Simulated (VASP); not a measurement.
HgSbS, 6 atoms in the cell. Symmetry: P6_3/mmc, No. 194, hexagonal system. The conventional cell has a = 4.773 Å, b = 4.773 Å, c = 8.191 Å, α = 90.00°, β = 90.00°, γ = 120.00°. Hg (site symmetry -6m2) has 3 Sb at 2.76 Å and 6 S at 3.43 Å within 3.6 Å. Sb (site symmetry -6m2) has 3 Hg at 2.76 Å and 6 S at 3.43 Å within 3.6 Å. S (site symmetry -3m) has 6 Hg at 3.43 Å and 6 Sb at 3.43 Å and 2 S at 4.10 Å within 4.5 Å. The cell was built from a structure type or drawn by symmetry, and may not be a known phase.

- Program: VASP 6.6.1
- Task: single point
- Functional: PBE
- Potentials or basis: VASP PAW PBE potentials, release 64 (Hg, Sb, S)
- Cutoff: 520 eV
- k mesh: 6 × 6 × 2
- Occupations: gaussian, width 0.1 eV
- Spin: no spin polarisation
- Dipole correction: no
- Further INCAR settings: ALGO = Normal; EDIFF = 1e-06; NBANDS = 32

Potentials or basis: VASP PAW PBE potentials, release 64 (Hg, Sb, S).

Command:

```bash
$ cat potpaw_PBE.64/Hg/POTCAR potpaw_PBE.64/Sb/POTCAR potpaw_PBE.64/S/POTCAR > POTCAR
$ mpirun -np 1 vasp_std > vasp.out
```

Hardware: 1 thread of Intel(R) Xeon(R) Platinum 8559C (Emerald Rapids), with other jobs on the host.

**Question.** How long does it take, and how much memory?

**Answer.** Wall time 43 s on 1 thread of Intel(R) Xeon(R) Platinum 8559C (Emerald Rapids), with other jobs on the host, peak memory 0.3 GiB. Counts: scf iterations 13, k points 14.
